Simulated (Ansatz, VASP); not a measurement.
**TiTe2 in VASP and in Ansatz**

Contents of POSCAR:

```
TiTe2
1.0
    3.8182890330      0.0023938382      0.0251103291
   -1.9070713918      3.2357051796     -0.0233449448
    0.0445450827     -0.0221018858      6.8253996421
Ti Te
1 2
Direct
    0.0063248784      0.0025612473     -0.0017824072
    0.3296682764      0.6816708377      0.2539750004
    0.6640068453      0.3157679150      0.7478074069
```

The input INCAR.step1:

```
SYSTEM = TiTe2
PREC = Accurate
ENCUT = 520
ISMEAR = 0
SIGMA = 0.05
LREAL = .False.
LASPH = .True.
NELM = 60
NBANDS = 19
GGA = PE
ALGO = Normal
EDIFF = 1E-4
LWAVE = .True.
LCHARG = .False.
```

INCAR.step2

```
SYSTEM = TiTe2
PREC = Accurate
ENCUT = 520
EDIFF = 1E-6
ISMEAR = 0
SIGMA = 0.05
LREAL = .False.
LASPH = .True.
NELM = 60
ALGO = Normal
ISIF = 2
LWAVE = .False.
LCHARG = .False.
METAGGA = R2SCAN
LMIXTAU = .True.
NBANDS = 19
ISTART = 1
```

File KPOINTS:

```
Automatic mesh
0
Gamma
  10 10 6
  0 0 0
```

Input for Ansatz:

```yaml
crystal:
  lattice:
    - [3.818289033, 0.0023938382, 0.0251103291]
    - [-1.9070713918, 3.2357051796, -0.0233449448]
    - [0.0445450827, -0.0221018858, 6.8253996421]
  atoms:
    - { symbol: Ti, position: [0.0063248784, 0.0025612473, -0.0017824072] }
    - { symbol: Te, position: [0.3296682764, 0.6816708377, 0.2539750004] }
    - { symbol: Te, position: [0.6640068453, 0.315767915, 0.7478074069] }
basis:
  ecutwfc: 500
  ecutrho_ratio: 4
kpoints:
  mp_grid: { grid: [10, 10, 6] }
hamiltonian:
  xc: r2scan
scf:
  occupations: { method: gaussian, width: 0.05 }
output:
  forces: true
  stress: true
  eigenvalues: true
```

Change from the starting cell: all atoms moved at random (sigma 0.06 Å), cell strained at random (1 %).

Alike in both runs: task single point; functional r2SCAN; k mesh 10 × 10 × 6; occupations gaussian, width 0.05 eV; no spin polarisation.

|  | VASP | Ansatz |
| --- | --- | --- |
| version | VASP 6.6.1 | Ansatz 0.2.0 |
| potentials or method | VASP PAW PBE potentials, release 64 (Ti_sv, Te), cutoff 520 eV | scalar-relativistic, plane waves, PAW |
| valence electrons in the cell | 24 | 44 |

VASP gave:

```
gap on the k mesh at the Fermi level (eV)                     : none
pressure (GPa)                                                : 0.0
traceless stress, the component that is largest in VASP (GPa) : -0.73
rms of the force components (eV/Å)                            : 0.149
```

Q: What did Ansatz give for the same quantities?

A: gap on the k mesh at the Fermi level (eV): none; pressure (GPa): -0.1; traceless stress, the component that is largest in VASP (GPa): -0.74; rms of the force components (eV/Å): 0.154.

VASP's potentials were made for PBE, not for r2SCAN. Atom by atom the forces differ by 0.009 eV/Å (rms over components). A gap of «none» marks a metal or a gap that the smearing closes. The functional is the same, so the differences come from potentials, cutoffs and numerics. VASP's potentials hold 24 valence electrons a cell and Ansatz's 44, so a difference there can come from the potentials and not from the codes.

Neither program's run includes spin-orbit coupling.
